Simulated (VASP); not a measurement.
A run of VASP 6.6.1 is set up as follows.

INCAR

```
  ALGO = Normal
  EDIFF = 1E-7
  ENCUT = 520
  GGA = PE
  ISIF = 2
  ISMEAR = 0
  LASPH = T
  LCHARG = T
  LELF = T
  LREAL = F
  LVHAR = T
  LWAVE = F
  NBANDS = 36
  NELM = 60
  PREC = Accurate
  SIGMA = 0.1
```

KPOINTS

```
k-points
0
Gamma
  6 6 1
```

Contents of POSCAR:

```
Si
1.0
    3.8650200702     -0.0002585750     -0.0001753900
   -1.9327345124      3.3473251062     -0.0001261473
   -0.0012471400     -0.0014865582     18.9647467609
Si
12
Direct
   -0.0000430687     -0.0001545735      0.8129100190
    0.0000699794     -0.0000229817      0.3129095592
    0.3333501172      0.6667855709      0.9792572432
    0.6667084396      0.3333983626      0.4792525271
    0.3333705260      0.6666355846      0.6454031588
    0.6664731898      0.3332947148      0.1454024591
    0.0000766338     -0.0000114968      0.6870909084
   -0.0001948837     -0.0000249370      0.1870902064
    0.3332922105      0.6665286596      0.8545996027
    0.6667896841      0.3333335743      0.3545938743
    0.3334144742      0.6667614015      0.5207442721
    0.6666926976      0.3334761209      0.0207461697
```

Potentials or basis: VASP PAW PBE potentials, release 64 (Si).

The run is started by

```sh
$ cat potpaw_PBE.64/Si/POTCAR > POTCAR
$ mpirun -np 1 vasp_std > vasp.out
```

Q: Estimate the pressure.

A: -0.1 GPa.

Q: Predict the band gap on the k mesh.

A: 0.61 eV (least direct gap 1.27 eV).

Forces in eV/Å, atoms in the order of the input:
```
Si   0.000  0.000  0.001
Si   0.000  0.000  0.000
Si   0.001  0.000  0.000
Si   0.000  0.000  0.000
Si   0.000  0.000  0.002
Si   0.000  0.000  0.003
Si   0.000  0.000 -0.001
Si   0.001  0.000 -0.001
Si   0.000  0.001 -0.003
Si   0.000  0.000 -0.002
Si   0.000 -0.001  0.000
Si  -0.001 -0.001  0.000
```

Caveat: an odd mesh through Γ misses points on the zone boundary, where band edges can lie.
